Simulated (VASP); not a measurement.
# Br (Im-3m) in VASP: notebook

The runs below take Br through single point, with PBE.

All numbers are computed with VASP 6.6.1; they aren't measurements. Logs are shortened: lines on timing, memory, paths and dates and some standing lists are left out, and cuts for length are marked.

## Step 1: The cell of the first run

The structure is cubic, space group Im-3m (No. 229). The conventional cell has a = 3.747 Å, b = 3.747 Å, c = 3.747 Å, α = 90.00°, β = 90.00°, γ = 90.00°. Within 4.3 Å of Br (site symmetry m-3m) lie 14 Br at 3.24 to 3.75 Å.

## Step 2: Single point, PBE

INCAR reads:

```
SYSTEM = Br
  PREC = Accurate
  ENCUT = 520
  EDIFF = 1E-6
  ISMEAR = -1
  SIGMA = 0.02
  LREAL = .False.
  LASPH = .True.
  NELM = 100
  ALGO = Normal
  ISIF = 2
  LWAVE = .False.
  LCHARG = .False.
  GGA = PE
  NBANDS = 10
```

KPOINTS reads:

```
Automatic mesh
0
Gamma
  8 8 8
  0 0 0
```

POSCAR reads:

```
Br
1.0
   -1.8733785119      1.8733785119      1.8733785119
    1.8733785119     -1.8733785119      1.8733785119
    1.8733785119      1.8733785119     -1.8733785119
Br
1
Direct
    0.0000000000      0.0000000000      0.0000000000
```

Potentials or basis: VASP PAW PBE potentials, release 64 (Br).

The run is started by

```sh
$ cat potpaw_PBE.64/Br/POTCAR > POTCAR
$ mpirun -np 1 vasp_std > vasp.out
```

OUTCAR:

```text
SYSTEM = Br
   PREC = Accurate
   ENCUT = 520
   EDIFF = 1E-6
   ISMEAR = -1
   LREAL = .False.
   LASPH = .True.
   NELM = 100
   ISIF = 2
   GGA = PE

 ion  position               nearest neighbor table
   1  0.000  0.000  0.000-

  LATTYP: Found a body centered cubic cell.
 ALAT       =     3.7467570238

  Lattice vectors:

 A1 = (  -1.8733785119,   1.8733785119,   1.8733785119)
 A2 = (   1.8733785119,  -1.8733785119,   1.8733785119)
 A3 = (   1.8733785119,   1.8733785119,  -1.8733785119)

Analysis of symmetry for initial positions (statically):
=====================================================================
 Subroutine PRICEL returns:
 Original cell was already a primitive cell.

 Routine SETGRP: Setting up the symmetry group for a
 body centered cubic supercell.

 Subroutine GETGRP returns: Found 48 space group operations
 (whereof 48 operations were pure point group operations)
 out of a pool of 48 trial point group operations.

The static configuration has the point symmetry O_h .

Analysis of symmetry for dynamics (positions and initial velocities):
=====================================================================
 Subroutine PRICEL returns:
 Original cell was already a primitive cell.

 Routine SETGRP: Setting up the symmetry group for a
 body centered cubic supercell.

 Subroutine GETGRP returns: Found 48 space group operations
 (whereof 48 operations were pure point group operations)
 out of a pool of 48 trial point group operations.

The dynamic configuration has the point symmetry O_h .

 Subroutine INISYM returns: Found 48 space group operations
 (whereof 48 operations are pure point group operations),
 and found     1 'primitive' translations

----------------------------------------------------------------------------------------

                                     Primitive cell

  volume of cell :      26.2988

  direct lattice vectors                    reciprocal lattice vectors
    -1.873378512  1.873378512  1.873378512     0.000000000  0.266897478  0.266897478
     1.873378512 -1.873378512  1.873378512     0.266897478  0.000000000  0.266897478
     1.873378512  1.873378512 -1.873378512     0.266897478  0.266897478  0.000000000

  length of vectors
     3.244786764  3.244786764  3.244786764     0.377450033  0.377450033  0.377450033

  position of ions in fractional coordinates (direct lattice)
     0.000000000  0.000000000  0.000000000

  ion indices of the primitive-cell ions
   primitive index   ion index
                 1           1

----------------------------------------------------------------------------------------

 KPOINTS: Automatic mesh

Automatic generation of k-mesh.
 Grid dimensions read from file:
 generate k-points for:    8    8    8

 Generating k-lattice:

  Cartesian coordinates                     Fractional coordinates (reciprocal lattice)
     0.000000000  0.033362185  0.033362185     0.125000000  0.000000000  0.000000000
     0.033362185  0.000000000  0.033362185     0.000000000  0.125000000  0.000000000
     0.033362185  0.033362185  0.000000000     0.000000000  0.000000000  0.125000000

  Length of vectors
     0.047181254  0.047181254  0.047181254

  Shift w.r.t. Gamma in fractional coordinates (k-lattice)
     0.000000000  0.000000000  0.000000000

 Subroutine IBZKPT returns following result:
 ===========================================

 Found     29 irreducible k-points:

 Following reciprocal coordinates:
            Coordinates               Weight
  0.000000  0.000000  0.000000      1.000000
  0.125000  0.000000  0.000000     12.000000
  0.250000  0.000000  0.000000     12.000000
  0.375000  0.000000  0.000000     12.000000
  0.500000  0.000000  0.000000      6.000000
  0.125000  0.125000  0.000000     24.000000
[... 16 lines left out ...]
 -0.250000  0.250000  0.250000      6.000000
 -0.375000  0.375000  0.250000     24.000000
 [... further k-points ...]
   k-points           NKPTS =     29   k-points in BZ     NKDIM =     29   number of bands    NBANDS=     10
   number of dos      NEDOS =    301   number of ions     NIONS =      1
   total plane-waves  NPLWV =  13824
   dimension x,y,z NGX =    24 NGY =   24 NGZ =   24
   dimension x,y,z NGXF=    48 NGYF=   48 NGZF=   48
   ions per type =               1
   NGX,Y,Z   is equivalent  to a cutoff of  12.30, 12.30, 12.30 a.u.
   NGXF,Y,Z  is equivalent  to a cutoff of  24.59, 24.59, 24.59 a.u.
 SYSTEM =  Br
   PREC   = accura    normal or accurate (medium, high low for compatibility)
   ISTART =      0    job   : 0-new  1-cont  2-samecut
   ICHARG =      2    charge: 1-file 2-atom 10-const
   ISPIN  =      1    spin polarized calculation?
   LNONCOLLINEAR =      F non collinear calculations
   LSORBIT =      F    spin-orbit coupling
   LASPH  =      T    aspherical Exc in radial PAW
   ENCUT  =  520.0 eV  38.22 Ry    6.18 a.u.   6.03  6.03  6.03*2*pi/ulx,y,z
   NELM   =    100;   NELMIN=  2; NELMDL= -5     # of ELM steps
   EDIFF  = 0.1E-05   stopping-criterion for ELM
   LREAL  =      F    real-space projection
   EDIFFG = 0.1E-04   stopping-criterion for IOM
   NSW    =      0    number of steps for IOM
   IBRION =     -1    ionic relax: 0-MD 1-quasi-New 2-CG
   NFREE  =      0    steps in history (QN), initial steepest desc. (CG)
   ISIF   =      2    stress and relaxation
   ISYM   =      2    0-nonsym 1-usesym 2-fastsym
   POTIM  = 0.5000    time-step for ionic-motion
   TEBEG  =    0.0;   TEEND  =   0.0 temperature during run
   PSTRESS=    0.0 pullay stress
   NELECT =       7.0000    total number of electrons
   NUPDOWN=      -1.0000    fix difference up-down
   EMIN   =  10.00;   EMAX   =-10.00  energy-range for DOS
   EFERMI =   0.00;   METHOD = LEGACY
   ISMEAR =    -1;   SIGMA  =   0.02  broadening in eV -4-tet -1-fermi 0-gaus
   EFERMI_NEDOS =   21; number of points for ismear=-14 and -15
   IALGO  =     38    algorithm
   IMIX   =      4    mixing-type and parameters
     AMIX     =   0.40;   BMIX     =  1.00
     AMIX_MAG =   1.60;   BMIX_MAG =  1.00
  volume/ion in A,a.u.               =      26.30       177.47
  Fermi-wavevector in a.u.,A,eV,Ry     =   1.053081  1.990035 15.088597  1.108981
  Thomas-Fermi vector in A             =   2.188189
   LORBIT       =      0    0 simple, 1 ext, 2 COOP (PROOUT), +10 PAW based schemes
   GGA     = PE    functional components
   LHFCALC =     F    Hartree Fock is set to
   AEXX    =    0.0000 exact exchange contribution
   IVDW    =     0    specifies the selected vdW correction
   LEPSILON=     F    determine dielectric tensor
   LRPA    =     F    only Hartree local field effects (RPA)
 non-spin polarized calculation
  energy-cutoff  :      520.00
  volume of cell :       26.30
 maximum number of plane-waves:       726
   NGX = 13   NGY = 13   NGZ = 13

 number of electron       6.9999999 magnetization

 Free energy of the ion-electron system (eV)
  ---------------------------------------------------
  ext. energy  EPLUGINS =         0.00000000
  ---------------------------------------------------
  free energy    TOTEN  =        -1.00115484 eV

  energy without entropy =       -0.99785151  energy(sigma->0) =       -0.99950318

 E-fermi :   1.6464     XC(G=0):  -9.3157

 val. band max:        1.6265147357   @ k =   0.3750   0.2500  -0.0000
 cond. band min:       1.6481254422   @ k =  -0.2500   0.2500   0.1250
 fundamental gap:      0.0216107065
 Fermi energy:         1.6464236678

 k-point     1 :       0.0000    0.0000    0.0000
  band No.  band energies     occupation
      1     -13.7159      2.00000
      2       2.4338      0.00000
      3       2.4338      0.00000
      4       2.4338      0.00000
      5       9.5707      0.00000
      6      14.3738      0.00000
      7      14.3738      0.00000
      8      14.3738      0.00000
      9      17.0363      0.00000
     10      17.0363      0.00000

 k-point     2 :       0.1250    0.0000    0.0000
  band No.  band energies     occupation
      1     -13.5407      2.00000
      2       1.3891      1.99999
      3       2.1596      0.00000
      4       2.3964      0.00000
      5      10.4853      0.00000
      6      13.6193      0.00000
      7      13.8819      0.00000
      8      15.2397      0.00000
      9      16.1801      0.00000
     10      16.6862      0.00000

 k-point     3 :       0.2500    0.0000    0.0000
  band No.  band energies     occupation
      1     -13.0734      2.00000
      2      -0.5641      2.00000
      3       1.5811      1.92633
      4       2.3025      0.00000
      5      10.6136      0.00000
      6      12.4371      0.00000
      7      14.2850      0.00000
      8      16.6503      0.00000
      9      17.0778      0.00000
     10      17.5779      0.00000

 k-point     4 :       0.3750    0.0000    0.0000
  band No.  band energies     occupation
      1     -12.5202      2.00000
      2      -2.2160      2.00000
      3       1.0871      2.00000
      4       2.2046      0.00000
      5       9.6349      0.00000
      6      11.6151      0.00000
      7      16.2174      0.00000
      8      17.4507      0.00000
      9      18.5539      0.00000
     10      20.9225      0.00000
[... 222 lines left out ...]
 k-point    22 :       0.2500    0.2500    0.2500
  band No.  band energies     occupation
      1     -12.0529      2.00000
      2      -0.8935      2.00000
      3      -0.8935      2.00000
      4      -0.8935      2.00000
      5      14.2890      0.00000
      6      14.2890      0.00000
      7      14.2890      0.00000
      8      19.8297      0.00000
      9      19.8297      0.00000
     10      21.6421      0.00000

 k-point    23 :      -0.2500    0.2500    0.2500
  band No.  band energies     occupation
      1     -12.5135      2.00000
      2      -0.7410      2.00000
      3       0.6163      2.00000
      4       0.6163      2.00000
      5      10.6385      0.00000
      6      13.0922      0.00000
      7      15.0472      0.00000
      8      15.0472      0.00000
      9      16.7783      0.00000
     10      19.2462      0.00000

 k-point    24 :      -0.3750    0.3750    0.2500
  band No.  band energies     occupation
      1     -12.0479      2.00000
      2      -1.5946      2.00000
      3       0.0741      2.00000
      4       0.3839      2.00000
      5       9.8855      0.00000
      6      12.1747      0.00000
      7      14.9463      0.00000
      8      15.5164      0.00000
      9      19.6220      0.00000
     10      19.9706      0.00000

 [... further k-points ...]
[... 5 lines left out ...]
  --------------------------------------------------------------------------------------
  -------------------------------------------------------------------------------------
  Total        0.1049307      0.1049307      0.1049307     -0.0000000     -0.0000000      0.0000000
  in kB        6.3925827      6.3925827      6.3925827     -0.0000000     -0.0000000      0.0000000
  external PRESSURE =       6.3925827 kB  Pullay stress =       0.0000000 kB

 VOLUME and BASIS-vectors are now :
 -----------------------------------------------------------------------------
  energy-cutoff  :      520.00
  volume of cell :       26.30
      direct lattice vectors                 reciprocal lattice vectors
    -1.873378512  1.873378512  1.873378512     0.000000000  0.266897478  0.266897478
     1.873378512 -1.873378512  1.873378512     0.266897478  0.000000000  0.266897478
     1.873378512  1.873378512 -1.873378512     0.266897478  0.266897478  0.000000000

 POSITION                                       TOTAL-FORCE (eV/Angst)
 -----------------------------------------------------------------------------------
      0.00000      0.00000      0.00000        -0.000000     -0.000000      0.000000
 -----------------------------------------------------------------------------------
    total drift:                                0.000000     -0.000000     -0.000000

  FREE ENERGIE OF THE ION-ELECTRON SYSTEM (eV)
  ---------------------------------------------------
  free  energy   TOTEN  =        -1.0011548424 eV

  energy  without entropy=       -0.9978515096  energy(sigma->0) =       -0.99950318
```

It took 4.3 s on 1 thread of Intel Xeon Platinum 8375C at 2.90GHz (Ice Lake), shared host; peak memory 0.13 GiB.

Results:

* Free energy: -1.0012 eV
* Pressure: 0.6 GPa
* Band gap on the k mesh: zero (an odd number of electrons rules out a gap without spin polarisation)

Caveat: an odd number of electrons without spin polarisation forces a metal; a magnetic or distorted state may lie lower.

## Step 3: Single point, PBE

This run uses another cell than the first one, of 27.37 Å³/atom.

INCAR reads:

```
SYSTEM = Br
PREC = Accurate ; ENCUT = 520
EDIFF = 1E-7 ; ISMEAR = -1
SIGMA = 0.02 ; LREAL = .FALSE.
LASPH = .TRUE. ; NELM = 100
ALGO = Normal ; ISIF = 2
LWAVE = .FALSE. ; LCHARG = .FALSE.
GGA = PE ; NBANDS = 10
```

KPOINTS reads:

```
regular mesh
0
G
  8 8 8
  0 0 0
```

POSCAR reads:

```
Br
1.0
   -1.8985275332      1.8985275332      1.8985275332
    1.8985275332     -1.8985275332      1.8985275332
    1.8985275332      1.8985275332     -1.8985275332
Br
1
Direct
    0.0000000000      0.0000000000      0.0000000000
```

Potentials or basis: VASP PAW PBE potentials, release 64 (Br).

The run is started by

```sh
$ cat potpaw_PBE.64/Br/POTCAR > POTCAR
$ mpirun -np 1 vasp_std > vasp.out
```

Run time: 5 s. Hardware: 1 thread of Intel Xeon Platinum 8375C at 2.90GHz (Ice Lake), shared host; peak memory 0.13 GiB.

The run converged. Its results:

```
Free energy            : -1.0014 eV
Pressure               : -0.5 GPa
Band gap on the k mesh : zero (an odd number of electrons rules out a gap without spin polarisation)
```

Levels at points of the mesh, in eV from the Fermi level:
| k point | band 1 | band 2 | band 3 | band 4 | band 5 | band 6 | band 7 | band 8 |
| --- | --- | --- | --- | --- | --- | --- | --- | --- |
| (0.00, 0.00, 0.00) | -15.12 | 0.73 | 0.73 | 0.73 | 7.71 | 12.71 | 12.71 | 12.71 |
| (0.50, 0.00, 0.00) | -13.80 | -4.24 | -0.70 | 0.48 | 7.65 | 9.76 | 15.84 | 16.41 |
| (0.50, 0.50, 0.50) | -12.98 | -2.40 | -2.40 | -2.40 | 6.62 | 6.62 | 19.62 | 19.62 |

Caveat: an odd number of electrons without spin polarisation forces a metal; a magnetic or distorted state may lie lower.
